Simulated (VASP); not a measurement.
# KTaO3 in VASP: notebook

The runs below take KTaO3 through single point, with r2SCAN, HSE06.

Everything below comes from runs of VASP 6.6.1. Logs are shortened: lines on timing, memory, paths and dates and some standing lists are left out, and cuts for length are marked.

### 1 The cell of the first run

The structure is tetragonal, space group P4/mmm (No. 123). The conventional cell has a = 3.990 Å, b = 3.990 Å, c = 4.110 Å, α = 90.00°, β = 90.00°, γ = 90.00°. Within 3.7 Å of K (site symmetry 4/mmm) lie 12 O at 2.82 to 2.86 Å and 8 Ta at 3.49 Å. Ta (site symmetry 4/mmm) has 6 O at 2.00 to 2.05 Å within 2.6 Å. Within 2.7 Å of O (site symmetry 4/mmm) lie 2 Ta at 2.05 Å. O (site symmetry mmm) has 2 Ta at 2.00 Å within 2.6 Å.

### 2 Single point, r2SCAN (uniaxial z strain +3.0%)

The input, POSCAR:

```
KTaO3
1.0
    3.9901311030      0.0000000000      0.0000000000
    0.0000000000      3.9901311030      0.0000000000
    0.0000000000      0.0000000000      4.1098350361
K Ta O
1 1 3
Direct
    0.0000000000      0.0000000000      0.0000000000
    0.5000000000      0.5000000000      0.5000000000
    0.5000000000      0.5000000000      0.0000000000
    0.5000000000      0.0000000000      0.5000000000
    0.0000000000      0.5000000000      0.5000000000
```

The input, INCAR.step1:

```
ALGO     = Normal         # electronic algorithm
EDIFF    = 1E-4           # SCF threshold, eV
ENCUT    = 520            # plane-wave cutoff, eV
GGA      = PE             # functional
ISMEAR   = 0              # smearing method
LASPH    = True           # aspherical terms in the spheres
LCHARG   = False          # write CHGCAR
LREAL    = False          # projectors in reciprocal space
LWAVE    = True           # write WAVECAR
NBANDS   = 27             # bands
NELM     = 100            # most SCF steps
PREC     = Accurate       # precision mode
SIGMA    = 0.01           # smearing width, eV
```

The input, INCAR.step2:

```
ALGO     = Normal         # electronic algorithm
EDIFF    = 1E-7           # SCF threshold, eV
ENCUT    = 520            # plane-wave cutoff, eV
ISIF     = 2              # what is computed and relaxed
ISMEAR   = 0              # smearing method
ISTART   = 1            
LASPH    = True           # aspherical terms in the spheres
LCHARG   = False          # write CHGCAR
LMIXTAU  = True         
LREAL    = False          # projectors in reciprocal space
LWAVE    = False          # write WAVECAR
METAGGA  = R2SCAN         # meta-GGA
NBANDS   = 27             # bands
NELM     = 100            # most SCF steps
PREC     = Accurate       # precision mode
SIGMA    = 0.01           # smearing width, eV
```

The input, KPOINTS:

```
k-points
0
Gamma
  6 6 6
```

Potentials or basis: VASP PAW PBE potentials, release 64 (K_sv, Ta_pv, O).

Run with:

```bash
> cat potpaw_PBE.64/K_sv/POTCAR potpaw_PBE.64/Ta_pv/POTCAR potpaw_PBE.64/O/POTCAR > POTCAR
> cp INCAR.step1 INCAR
> mpirun -np 1 vasp_std > vasp.out
> cp INCAR.step2 INCAR
> mpirun -np 1 vasp_std > vasp.out
```

OUTCAR:

```text
EDIFF = 1E-7
   ENCUT = 520
   ISIF = 2
   ISMEAR = 0
   ISTART = 1
   LASPH = True
   LREAL = False
   METAGGA = R2SCAN
   NELM = 100
   PREC = Accurate

 ion  position               nearest neighbor table
   1  0.000  0.000  0.000-   3 2.82   3 2.82   3 2.82   3 2.82   5 2.86   4 2.86   5 2.86   5 2.86
                             5 2.86   4 2.86   4 2.86   4 2.86   2 3.49   2 3.49   2 3.49   2 3.49
   2  0.500  0.500  0.500-   4 2.00   5 2.00   4 2.00   5 2.00   3 2.05   3 2.05   1 3.49   1 3.49
                             1 3.49   1 3.49   1 3.49   1 3.49   1 3.49   1 3.49
   3  0.500  0.500  0.000-   2 2.05   2 2.05   1 2.82   1 2.82   1 2.82   1 2.82
   4  0.500  0.000  0.500-   2 2.00   2 2.00   1 2.86   1 2.86   1 2.86   1 2.86
   5  0.000  0.500  0.500-   2 2.00   2 2.00   1 2.86   1 2.86   1 2.86   1 2.86

  LATTYP: Found a simple tetragonal cell.
 ALAT       =     3.9901311030
 C/A-ratio  =     1.0300000000

  Lattice vectors:

 A1 = (   3.9901311030,   0.0000000000,   0.0000000000)
 A2 = (   0.0000000000,   3.9901311030,   0.0000000000)
 A3 = (   0.0000000000,   0.0000000000,   4.1098350361)

Analysis of symmetry for initial positions (statically):
=====================================================================
 Subroutine PRICEL returns:
 Original cell was already a primitive cell.

 Routine SETGRP: Setting up the symmetry group for a
 simple tetragonal supercell.

 Subroutine GETGRP returns: Found 16 space group operations
 (whereof 16 operations were pure point group operations)
 out of a pool of 16 trial point group operations.

The static configuration has the point symmetry D_4h.

Analysis of symmetry for dynamics (positions and initial velocities):
=====================================================================
 Subroutine PRICEL returns:
 Original cell was already a primitive cell.

 Routine SETGRP: Setting up the symmetry group for a
 simple tetragonal supercell.

 Subroutine GETGRP returns: Found 16 space group operations
 (whereof 16 operations were pure point group operations)
 out of a pool of 16 trial point group operations.

The dynamic configuration has the point symmetry D_4h.

 Subroutine INISYM returns: Found 16 space group operations
 (whereof 16 operations are pure point group operations),
 and found     1 'primitive' translations

----------------------------------------------------------------------------------------

                                     Primitive cell

  volume of cell :      65.4333

  direct lattice vectors                    reciprocal lattice vectors
     3.990131103  0.000000000  0.000000000     0.250618332  0.000000000  0.000000000
     0.000000000  3.990131103  0.000000000     0.000000000  0.250618332  0.000000000
     0.000000000  0.000000000  4.109835036     0.000000000  0.000000000  0.243318769

  length of vectors
     3.990131103  3.990131103  4.109835036     0.250618332  0.250618332  0.243318769

  position of ions in fractional coordinates (direct lattice)
     0.000000000  0.000000000  0.000000000
     0.500000000  0.500000000  0.500000000
     0.500000000  0.500000000  0.000000000
     0.500000000  0.000000000  0.500000000
     0.000000000  0.500000000  0.500000000

  ion indices of the primitive-cell ions
   primitive index   ion index
                 1           1
                 2           2
                 3           3
                 4           4
                 5           5

----------------------------------------------------------------------------------------

 KPOINTS: k-points

Automatic generation of k-mesh.
 Grid dimensions read from file:
 generate k-points for:    6    6    6

 Generating k-lattice:

  Cartesian coordinates                     Fractional coordinates (reciprocal lattice)
     0.041769722  0.000000000  0.000000000     0.166666667  0.000000000  0.000000000
     0.000000000  0.041769722  0.000000000     0.000000000  0.166666667  0.000000000
     0.000000000  0.000000000  0.040553128     0.000000000  0.000000000  0.166666667

  Length of vectors
[... 48 lines left out ...]

  energy without entropy =      -87.10046261  energy(sigma->0) =      -87.10046261

 E-fermi :   1.3321     XC(G=0): -11.3832

 val. band max:        1.2325912089   @ k =   0.5000   0.5000   0.5000
 cond. band min:       3.7147902532   @ k =   0.0000   0.0000   0.0000
 fundamental gap:      2.4821990444
 Fermi energy:         1.3320944383

 k-point     1 :       0.0000    0.0000    0.0000
  band No.  band energies     occupation
      1     -34.2331      2.00000
      2     -34.2331      2.00000
      3     -34.1983      2.00000
      4     -27.2609      2.00000
      5     -17.2894      2.00000
      6     -16.7217      2.00000
[... 19 lines left out ...]
     26       9.7712      0.00000
     27       9.9294      0.00000

 k-point     2 :       0.1667    0.0000    0.0000
  band No.  band energies     occupation
      1     -34.2580      2.00000
      2     -34.2323      2.00000
      3     -34.1975      2.00000
      4     -27.2548      2.00000
      5     -17.1903      2.00000
      6     -16.5938      2.00000
[... 19 lines left out ...]
     26      10.1626      0.00000
     27      10.3056      0.00000

 k-point     3 :       0.3333    0.0000    0.0000
  band No.  band energies     occupation
      1     -34.3070      2.00000
      2     -34.2306      2.00000
      3     -34.1957      2.00000
      4     -27.2426      2.00000
      5     -17.1208      2.00000
      6     -16.4085      2.00000
[... 19 lines left out ...]
     26      10.9807      0.00000
     27      11.7173      0.00000

 k-point     4 :       0.5000    0.0000    0.0000
  band No.  band energies     occupation
      1     -34.3313      2.00000
      2     -34.2297      2.00000
      3     -34.1949      2.00000
      4     -27.2366      2.00000
      5     -17.1170      2.00000
      6     -16.3991      2.00000
[... 19 lines left out ...]
     26      11.3840      0.00000
     27      12.1481      0.00000
[... 516 lines left out ...]
      4     -27.2418      2.00000
      5     -17.1368      2.00000
      6     -16.5771      2.00000
[... 19 lines left out ...]
     26      11.0454      0.00000
     27      11.5834      0.00000

 k-point    23 :       0.3333    0.0000    0.3333
  band No.  band energies     occupation
      1     -34.3050      2.00000
      2     -34.2450      2.00000
      3     -34.2289      2.00000
      4     -27.2335      2.00000
      5     -17.0059      2.00000
      6     -16.1293      2.00000
[... 19 lines left out ...]
     26      12.0027      0.00000
     27      12.4181      0.00000

 k-point    24 :       0.5000    0.0000    0.3333
  band No.  band energies     occupation
      1     -34.3291      2.00000
      2     -34.2440      2.00000
      3     -34.2281      2.00000
      4     -27.2293      2.00000
      5     -16.9752      2.00000
      6     -15.8742      2.00000
[... 19 lines left out ...]
     26      12.1029      0.00000
     27      12.4602      0.00000

 [... further k-points ...]
[... 5 lines left out ...]
  --------------------------------------------------------------------------------------
  -------------------------------------------------------------------------------------
  Total       -0.5947760     -0.5947760     -4.5449532      0.0000000      0.0000000      0.0000000
  in kB      -14.5634847    -14.5634847   -111.2861907      0.0000000      0.0000000      0.0000000
  external PRESSURE =     -46.8043867 kB  Pullay stress =       0.0000000 kB

 VOLUME and BASIS-vectors are now :
 -----------------------------------------------------------------------------
  energy-cutoff  :      520.00
  volume of cell :       65.43
      direct lattice vectors                 reciprocal lattice vectors
     3.990131103  0.000000000  0.000000000     0.250618332  0.000000000  0.000000000
     0.000000000  3.990131103  0.000000000     0.000000000  0.250618332  0.000000000
     0.000000000  0.000000000  4.109835036     0.000000000  0.000000000  0.243318769

 POSITION                                       TOTAL-FORCE (eV/Angst)
 -----------------------------------------------------------------------------------
      0.00000      0.00000      0.00000         0.000000      0.000000      0.000000
      1.99507      1.99507      2.05492         0.000000      0.000000      0.000000
      1.99507      1.99507      0.00000         0.000000      0.000000      0.000000
      1.99507      0.00000      2.05492         0.000000      0.000000      0.000000
      0.00000      1.99507      2.05492         0.000000      0.000000      0.000000
 -----------------------------------------------------------------------------------
    total drift:                                0.000000      0.000000     -0.000000

  FREE ENERGIE OF THE ION-ELECTRON SYSTEM (eV)
  ---------------------------------------------------
  free  energy   TOTEN  =       -87.1004626083 eV

  energy  without entropy=      -87.1004626083  energy(sigma->0) =      -87.10046261
```

Wall time 2.5 min (1 thread of Intel Xeon 6975P-C (Granite Rapids), shared host); peak memory 0.22 GiB.

What came out:

```yaml
Free_energy: -87.1005 eV
Pressure: -4.7 GPa
Band_gap_on_the_k_mesh: 2.48 eV, indirect (least direct gap 3.13 eV)
```

Stress tensor (GPa, compression positive):
```
 -1.46   0.00   0.00
  0.00  -1.46   0.00
  0.00   0.00 -11.13
```

Levels at points of the mesh, in eV from the valence-band top:
```csv
k point,band 16,band 17,band 18,band 19,band 20,band 21,band 22,band 23
"(0.00, 0.00, 0.00)",-1.03,-0.69,-0.65,-0.65,2.48,2.48,2.52,6.35
"(0.50, 0.00, 0.00)",-2.09,-1.44,-0.91,-0.83,2.63,5.32,5.32,6.54
"(0.50, 0.50, 0.00)",-1.76,-1.24,-1.24,-0.09,5.36,5.36,6.67,7.22
"(0.00, 0.00, 0.50)",-2.18,-1.55,-0.95,-0.95,2.64,4.95,4.95,6.94
"(0.50, 0.00, 0.50)",-1.83,-1.57,-1.55,-0.05,4.99,5.35,6.41,7.91
"(0.50, 0.50, 0.50)",-3.79,-0.06,0.00,0.00,6.53,6.53,6.78,9.48
```

Caveat: the cell differs from its parent crystal (uniaxial z strain +3.0%); the PAW data sets were made with another functional, which shifts forces and pressure a little; spin-orbit coupling is left out, which moves the levels of the heavy elements. A k mesh can miss the band edges.

### 3 Single point, r2SCAN (uniaxial z strain +4.0%)

Edit POSCAR of step 2 so:

```diff
@@ -4,3 +4,3 @@
     0.0000000000      3.9901311030      0.0000000000
-    0.0000000000      0.0000000000      4.1098350361
+    0.0000000000      0.0000000000      4.1497363471
 K Ta O
```

The input, INCAR.step1:

```
SYSTEM = KTaO3
PREC = Accurate
ENCUT = 520
ISMEAR = 0
SIGMA = 0.01
LREAL = .FALSE.
LASPH = .TRUE.
NELM = 100
NBANDS = 27
GGA = PE
ALGO = Normal
EDIFF = 1E-4
LWAVE = .TRUE.
LCHARG = .FALSE.
```

The input, INCAR.step2:

```
SYSTEM = KTaO3
PREC = Accurate
ENCUT = 520
EDIFF = 1E-6
ISMEAR = 0
SIGMA = 0.01
LREAL = .FALSE.
LASPH = .TRUE.
NELM = 100
ALGO = Normal
ISIF = 2
LWAVE = .FALSE.
LCHARG = .FALSE.
METAGGA = R2SCAN
LMIXTAU = .TRUE.
NBANDS = 27
ISTART = 1
```

The input, KPOINTS:

```
regular mesh
0
G
  6 6 6
  0 0 0
```

Potentials or basis: VASP PAW PBE potentials, release 64 (K_sv, Ta_pv, O).

Run with:

```bash
> cat potpaw_PBE.64/K_sv/POTCAR potpaw_PBE.64/Ta_pv/POTCAR potpaw_PBE.64/O/POTCAR > POTCAR
> cp INCAR.step1 INCAR
> mpirun -np 1 vasp_std > vasp.out
> cp INCAR.step2 INCAR
> mpirun -np 1 vasp_std > vasp.out
```

It took 2.8 min on 1 thread of Intel Xeon 6975P-C (Granite Rapids), shared host; peak memory 0.22 GiB.

It converged, with:

| Item | Value |
| --- | --- |
| Free energy | -87.0507 eV |
| Pressure | -6.2 GPa |
| Band gap on the k mesh | 2.44 eV, indirect (least direct gap 3.07 eV) |

Stress tensor (GPa, compression positive):
```
 -2.17   0.00   0.00
  0.00  -2.17   0.00
  0.00   0.00 -14.33
```

Levels at points of the mesh, in eV from the valence-band top:
```tsv
k point	band 17	band 18	band 19	band 20	band 21	band 22
(0.00, 0.00, 0.00)	-0.70	-0.63	-0.63	2.44	2.44	2.50
(0.50, 0.00, 0.00)	-1.40	-0.92	-0.81	2.59	5.28	5.29
(0.50, 0.50, 0.00)	-1.17	-1.17	-0.11	5.32	5.32	6.64
(0.00, 0.00, 0.50)	-1.56	-0.98	-0.98	2.60	4.80	4.80
(0.50, 0.00, 0.50)	-1.60	-1.58	-0.05	4.85	5.31	6.30
(0.50, 0.50, 0.50)	-0.08	0.00	0.00	6.42	6.42	6.74
```

Caveat: the cell differs from its parent crystal (uniaxial z strain +4.0%); the PAW data sets were made with another functional, which shifts forces and pressure a little; spin-orbit coupling is left out, which moves the levels of the heavy elements. A k mesh can miss the band edges.

### 4 Single point, r2SCAN, non-collinear spin, zero start, spin-orbit coupling

This run uses another cell than the first one, of 12.71 Å³/atom, 0.971 times its volume.

Edit POSCAR of step 3 so:

```diff
@@ -4,3 +4,3 @@
     0.0000000000      3.9901311030      0.0000000000
-    0.0000000000      0.0000000000      4.1497363471
+    0.0000000000      0.0000000000      3.9901311030
 K Ta O
```

The input, INCAR.step1:

```
ALGO     = Normal         # electronic algorithm
EDIFF    = 1E-4           # SCF threshold, eV
ENCUT    = 520            # plane-wave cutoff, eV
GGA      = PE             # functional
GGA_COMPAT= F            
ISMEAR   = 0              # smearing method
LASPH    = T              # aspherical terms in the spheres
LCHARG   = F              # write CHGCAR
LMAXMIX  = 4              # l up to which the mixer works
LREAL    = F              # projectors in reciprocal space
LSORBIT  = T              # spin-orbit coupling
LWAVE    = T              # write WAVECAR
MAGMOM   = 0 0 0 0 0 0 0 0 0 0 0 0 0 0 0 # initial moments
NBANDS   = 53             # bands
NELM     = 150            # most SCF steps
PREC     = Accurate       # precision mode
SIGMA    = 0.01           # smearing width, eV
```

The input, INCAR.step2:

```
ALGO     = Normal         # electronic algorithm
EDIFF    = 1E-6           # SCF threshold, eV
ENCUT    = 520            # plane-wave cutoff, eV
GGA_COMPAT= F            
ISIF     = 2              # what is computed and relaxed
ISMEAR   = 0              # smearing method
ISTART   = 1            
LASPH    = T              # aspherical terms in the spheres
LCHARG   = F              # write CHGCAR
LMAXMIX  = 4              # l up to which the mixer works
LMIXTAU  = T            
LORBIT   = 11             # projections on sites
LORBMOM  = T            
LREAL    = F              # projectors in reciprocal space
LSORBIT  = T              # spin-orbit coupling
LWAVE    = F              # write WAVECAR
MAGMOM   = 0 0 0 0 0 0 0 0 0 0 0 0 0 0 0 # initial moments
METAGGA  = R2SCAN         # meta-GGA
NBANDS   = 53             # bands
NELM     = 150            # most SCF steps
PREC     = Accurate       # precision mode
SIGMA    = 0.01           # smearing width, eV
```

The input, KPOINTS:

```
k-points
0
Gamma
  6 6 6
```

Run with:

```bash
> cat potpaw_PBE.64/K_sv/POTCAR potpaw_PBE.64/Ta_pv/POTCAR potpaw_PBE.64/O/POTCAR > POTCAR
> cp INCAR.step1 INCAR
> mpirun -np 1 vasp_ncl > vasp.out
> cp INCAR.step2 INCAR
> mpirun -np 1 vasp_ncl > vasp.out
```

Wall time 11 min (1 thread of Intel Xeon 6975P-C (Granite Rapids), shared host); peak memory 0.39 GiB.

The run converged. Its results:

| Property | Result |
| --- | --- |
| Free energy | -87.7380 eV |
| Pressure | 1.1 GPa |
| Net moment | 0.00 μB per cell |
| Valence electrons inside the program's atomic spheres | K 7.71; Ta 8.73; O 5.11 |

Moments on the atoms (μB; x, y, z):
```
K   0.00 0.00 0.00
Ta  0.00 0.00 0.00
O   0.00 0.00 0.00
O   0.00 0.00 0.00
O   0.00 0.00 0.00
```

Caveat: the PAW data sets were made with another functional, which shifts forces and pressure a little.

### 5 Single point, HSE06 (uniaxial z strain +4.0%)

Edit POSCAR of step 4 so:

```diff
@@ -4,3 +4,3 @@
     0.0000000000      3.9901311030      0.0000000000
-    0.0000000000      0.0000000000      3.9901311030
+    0.0000000000      0.0000000000      4.1497363471
 K Ta O
```

The input, INCAR.step1:

```
ALGO = Normal
EDIFF = 1E-5
ENCUT = 520
GGA = PE
ISIF = 2
ISMEAR = 0
KPAR = 4
LASPH = T
LCHARG = F
LREAL = F
LWAVE = T
NBANDS = 27
NELM = 100
PREC = Accurate
SIGMA = 0.01
```

The input, INCAR.step2:

```
ALGO = Normal
EDIFF = 1E-7
ENCUT = 520
GGA = PE
HFSCREEN = 0.2079
ISIF = 2
ISMEAR = 0
ISTART = 1
KPAR = 4
LASPH = T
LCHARG = F
LHFCALC = T
LREAL = F
LWAVE = F
NBANDS = 27
NELM = 100
PREC = Accurate
PRECFOCK = Fast
SIGMA = 0.01
```

The input, KPOINTS:

```
k-points
0
Gamma
  4 4 4
```

Run with:

```bash
> cat potpaw_PBE.64/K_sv/POTCAR potpaw_PBE.64/Ta_pv/POTCAR potpaw_PBE.64/O/POTCAR > POTCAR
> cp INCAR.step1 INCAR
> mpirun -np 4 vasp_std > vasp.out
> cp INCAR.step2 INCAR
> mpirun -np 4 vasp_std > vasp.out
```

Wall time 9.6 min (4 MPI ranks of Intel Xeon Platinum 8375C at 2.90GHz (Ice Lake), shared host); peak memory 0.3 GiB.

Results (log left out):

```
Free energy            : -49.2316 eV
Pressure               : -7.4 GPa
Band gap on the k mesh : 3.32 eV, indirect (least direct gap 3.96 eV)
```

Stress tensor (GPa, compression positive):
```
 -3.39   0.00   0.00
  0.00  -3.39   0.00
  0.00   0.00 -15.36
```

Levels at points of the mesh, in eV from the valence-band top:
```tsv
k point	band 17	band 18	band 19	band 20	band 21	band 22
(0.00, 0.00, 0.00)	-0.67	-0.64	-0.64	3.32	3.32	3.36
(0.50, 0.00, 0.00)	-1.46	-0.91	-0.83	3.48	6.38	6.39
(0.50, 0.50, 0.00)	-1.24	-1.24	-0.12	6.44	6.44	7.87
(0.00, 0.00, 0.50)	-1.61	-1.00	-1.00	3.47	5.87	5.87
(0.50, 0.00, 0.50)	-1.70	-1.66	-0.05	5.92	6.40	7.53
(0.50, 0.50, 0.50)	-0.09	0.00	0.00	7.66	7.66	7.98
```

Caveat: the cell differs from its parent crystal (uniaxial z strain +4.0%); the PAW data sets were made with another functional, which shifts forces and pressure a little; spin-orbit coupling is left out, which moves the levels of the heavy elements. A k mesh can miss the band edges.

### 6 Summary

| level | spin | cell | k mesh | grid for exact exchange (PRECFOCK) | screening parameter | gap on the mesh (eV) | pressure (GPa) |
| --- | --- | --- | --- | --- | --- | --- | --- |
| r2SCAN | off | a = 3.990, b = 3.990, c = 4.110 Å, 5 atoms | 6 × 6 × 6 | - | - | 2.48 | -4.7 |
| r2SCAN | off | a = 3.990, b = 3.990, c = 4.150 Å, 5 atoms | 6 × 6 × 6 | - | - | 2.44 | -6.2 |
| r2SCAN | non-collinear, zero start, SOC | a = 3.990 Å, 5 atoms | 6 × 6 × 6 | - | - | - | 1.1 |
| HSE06 | off | a = 3.990, b = 3.990, c = 4.150 Å, 5 atoms | 4 × 4 × 4 | Fast | 0.2079 1/Å | 3.32 | -7.4 |

Alike in all rows: task single point; potentials or basis VASP PAW PBE potentials, release 64 (K_sv, Ta_pv, O); cutoff (eV) 520; smearing gaussian 0.01 eV.

Caveats: the PAW data sets were made with another functional, which shifts forces and pressure a little; spin-orbit coupling is left out, which moves the levels of the heavy elements (some runs).

Total energies depend on the potentials used, so only differences within one code and one set of settings carry meaning.
